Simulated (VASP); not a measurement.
The system is BaTiO3.

```
CELL_PARAMETERS angstrom
3.99980 0.00000 0.00000
0.00000 3.99980 0.00000
0.00000 0.00000 4.01800
ATOMIC_POSITIONS crystal
Ba 0.00000 0.00000 0.00000
Ti 0.50000 0.50000 0.49000
O 0.50000 0.50000 0.01900
O 0.50000 0.00000 0.51700
O 0.00000 0.50000 0.51700
```

Program: VASP 6.6.1. Alike in all runs: task single point; no spin polarisation; cell as given; k mesh 4 × 4 × 4; smearing gaussian 0.01 eV.

Task: Order these runs on this cell by their pressure, lowest first.
A. level RPBE; potentials or basis VASP PAW PBE potentials, release 64 (Ba_sv, Ti_sv, O); cutoff (eV) 520
B. level r2SCAN; potentials or basis VASP PAW PBE potentials, release 64 (Ba_sv, Ti_sv, O_h); cutoff (eV) 910; second run hard_potentials
C. level PBE; potentials or basis VASP PAW PBE potentials, release 64 (Ba_sv, Ti_sv, O); cutoff (eV) 520
D. level LDA; potentials or basis VASP PAW LDA potentials, release 64 (Ba_sv, Ti_sv, O); cutoff (eV) 520

Result: D (-6.5 GPa), B (1.0 GPa), C (4.2 GPa), A (8.5 GPa).

Caveats: the PAW data sets were made with another functional, which shifts forces and pressure a little (some runs); the cutoff is under 1.25 times the usual one of these potentials, so pressure, stress and relaxed cells hold a basis-set (Pulay) error (some runs).
